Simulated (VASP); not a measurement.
Write the native input for VASP 6.6.1 that does the following.

```yaml
Task: electric field gradients
Functional: PBE
Potentials_or_basis: VASP PAW PBE potentials, release 64 (Al, N)
Cutoff: 520 eV
k_mesh: 11 × 11 × 6
Occupations: fermi-dirac, width 0.02 eV
Spin: no spin polarisation
Dipole_correction: no
Further_INCAR_settings: ALGO = Normal; EDIFF = 1e-08; NBANDS = 16
```

The structure of AlN lies in POSCAR:

```
AlN
1.0
    3.1110021516      0.0000000000      0.0000000000
   -1.5555010758      2.6942068945      0.0000000000
    0.0000000000      0.0000000000      5.1273400000
Al N
2 2
Direct
    0.3333333333      0.6666666667      0.0000000000
    0.6666666667      0.3333333333      0.5000000000
    0.3333333333      0.6666666667      0.3850000000
    0.6666666667      0.3333333333      0.8850000000
```

This cell differs from its parent crystal: zz strain of +3 %.

These files were run (other wordings do the same):

INCAR

```
SYSTEM = AlN
ALGO = Normal
EDIFF = 1E-8
ENCUT = 520
GGA = PE
ISIF = 2
ISMEAR = -1
LASPH = .TRUE.
LCHARG = .FALSE.
LEFG = .TRUE.
LREAL = .FALSE.
LWAVE = .FALSE.
NBANDS = 16
NELM = 100
PREC = Accurate
SIGMA = 0.02
```

KPOINTS

```
k-points
0
G
  11 11 6
  0 0 0
```

Potentials or basis: VASP PAW PBE potentials, release 64 (Al, N).

Run with:

```sh
$ cat potpaw_PBE.64/Al/POTCAR potpaw_PBE.64/N/POTCAR > POTCAR
$ mpirun -np 1 vasp_std > vasp.out
```

It gave:

```
Pressure               : -1.4 GPa
Largest force          : 0.424 eV/Å
Band gap on the k mesh : 3.96 eV, direct
```

Caveat: the cell differs from its parent crystal (zz strain of +3 %); without QUAD_EFG the Cq values of the log hold for a quadrupole moment of 1 mb, not for the nuclei.

It took 21 s on 1 thread of Intel(R) Xeon(R) Platinum 8488C (Sapphire Rapids) (shared host), peak memory 0.17 GiB.
